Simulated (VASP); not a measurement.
Wanted: the native input for a VASP 6.6.1 run.

```yaml
Task: single point
Functional: r2SCAN
Potentials_or_basis: VASP PAW PBE potentials, release 64 (Sr_sv, Ti_sv, O)
Cutoff: 520 eV
k_mesh: 6 × 6 × 6
Occupations: gaussian, width 0.01 eV
Spin: no spin polarisation
Dipole_correction: no
Further_INCAR_settings: ALGO = Normal; EDIFF = 1e-06; NBANDS = 28
```

SrTiO3:

```
Sr Ti O
1.0
     3.90685    0.00000    0.00000
     0.00000    3.75527    0.00000
     0.00000    0.00000    3.90685
Sr Ti O
1 1 3
Direct
  0.00000 0.00000 0.00000
  0.50000 0.50000 0.50000
  0.50000 0.00000 0.50000
  0.50000 0.50000 0.00000
  0.00000 0.50000 0.50000
```

This cell differs from its parent crystal: uniaxial y strain -3.9%.

The input as run:

POSCAR

```
SrTiO3
1.0
    3.9068515030      0.0000000000      0.0000000000
    0.0000000000      3.7552656647      0.0000000000
    0.0000000000      0.0000000000      3.9068515030
Sr Ti O
1 1 3
Direct
    0.0000000000      0.0000000000      0.0000000000
    0.5000000000      0.5000000000      0.5000000000
    0.5000000000      0.0000000000      0.5000000000
    0.5000000000      0.5000000000      0.0000000000
    0.0000000000      0.5000000000      0.5000000000
```

INCAR.step1

```
SYSTEM = SrTiO3
ALGO = Normal ; EDIFF = 1E-4
ENCUT = 520 ; GGA = PE
ISMEAR = 0 ; LASPH = .TRUE.
LCHARG = .FALSE. ; LREAL = .FALSE.
LWAVE = .TRUE. ; NBANDS = 28
NELM = 80 ; PREC = Accurate
SIGMA = 0.01
```

INCAR.step2

```
SYSTEM = SrTiO3
ALGO = Normal ; EDIFF = 1E-6
ENCUT = 520 ; ISIF = 2
ISMEAR = 0 ; ISTART = 1
LASPH = .TRUE. ; LCHARG = .FALSE.
LMIXTAU = .TRUE. ; LREAL = .FALSE.
LWAVE = .FALSE. ; METAGGA = R2SCAN
NBANDS = 28 ; NELM = 80
PREC = Accurate ; SIGMA = 0.01
```

KPOINTS

```
k-points
0
G
  6 6 6
  0 0 0
```

Potentials or basis: VASP PAW PBE potentials, release 64 (Sr_sv, Ti_sv, O).

The run is started by

```sh
$ cat potpaw_PBE.64/Sr_sv/POTCAR potpaw_PBE.64/Ti_sv/POTCAR potpaw_PBE.64/O/POTCAR > POTCAR
$ cp INCAR.step1 INCAR
$ mpirun -np 1 vasp_std > vasp.out
$ cp INCAR.step2 INCAR
$ mpirun -np 1 vasp_std > vasp.out
```

It gave:

```
Pressure               : 9.7 GPa
Band gap on the k mesh : 2.29 eV, indirect (least direct gap 2.64 eV)
```

Caveat: the cell differs from its parent crystal (uniaxial y strain -3.9%); the PAW data sets were made with another functional, which shifts forces and pressure a little.

Run time: 2.3 min on 1 thread of AMD EPYC 9R45 96-Core Processor (Zen 5) (shared host), peak memory 0.18 GiB.
